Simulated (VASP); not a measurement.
As:

```xyz
2
Lattice="1.8808 1.0859 3.5141 -1.8808 1.0859 3.5141 0.0000 -2.1718 3.5141" Properties=species:S:1:pos:R:3 pbc="T T T"
As    0.0000    0.0000    2.3825
As    0.0000    0.0000    8.1597
```

- Program: VASP 6.6.1
- Task: relaxation of cell and atoms
- Functional: BLYP
- Dispersion: D4
- Potentials or basis: VASP PAW PBE potentials, release 64 (As_d)
- Cutoff: 600 eV
- k mesh: 9 × 9 × 9
- Occupations: fermi-dirac, width 0.05 eV
- Spin: no spin polarisation

At the start: pressure 2.9 GPa; volume 21.53 Å³/atom.

Task: Where does the relaxation end?

Result: Over 16 steps the energy falls by 9.7 meV/atom and the volume is 21.97 Å³/atom (+2.0 %); space group R-3m (No. 166, to 0.1 Å) before and after.

Step by step:
| step | energy change (eV) | largest force (eV/Å) | pressure (GPa) | volume (Å³) |
| --- | --- | --- | --- | --- |
| 1 | 0.0000 | 0.4717 | 2.86 | 43.06 |
| 2 | -0.0082 | 0.2460 | -2.21 | 45.50 |
| 3 | -0.0182 | 0.0418 | -0.17 | 44.44 |
| 4 | -0.0182 | 0.0502 | -0.22 | 44.41 |
| 5 | -0.0137 | 0.2523 | 1.31 | 43.73 |
| 6 | -0.0182 | 0.0571 | -0.09 | 44.38 |
| 7 | -0.0186 | 0.0399 | -0.03 | 44.27 |
| 8 | -0.0191 | 0.0104 | 0.13 | 43.94 |
| 9 | -0.0194 | 0.0190 | -0.09 | 44.00 |
| 10 | -0.0194 | 0.0208 | -0.09 | 44.01 |
| 11 | -0.0194 | 0.0242 | -0.15 | 44.04 |
| 12 | -0.0194 | 0.0215 | -0.18 | 44.02 |
| 13 | -0.0194 | 0.0210 | 0.03 | 43.87 |
| 14 | -0.0194 | 0.0024 | -0.15 | 43.95 |
| 15 | -0.0194 | 0.0077 | 0.03 | 43.92 |
| 16 | -0.0194 | 0.0030 | -0.02 | 43.93 |

Final structure:
```cif
data_structure
_symmetry_space_group_name_H-M 'P 1'
_symmetry_Int_Tables_number 1
_cell_length_a 4.1248
_cell_length_b 4.1248
_cell_length_c 4.1248
_cell_angle_alpha 55.067
_cell_angle_beta 55.067
_cell_angle_gamma 55.067
_cell_volume 43.93
loop_
_atom_site_label
_atom_site_type_symbol
_atom_site_fract_x
_atom_site_fract_y
_atom_site_fract_z
_atom_site_occupancy
As1 As 0.22811 0.22811 0.22811 1
As2 As 0.77189 0.77189 0.77189 1
```

Caveat: the PAW data sets were made with another functional, which shifts forces and pressure a little.
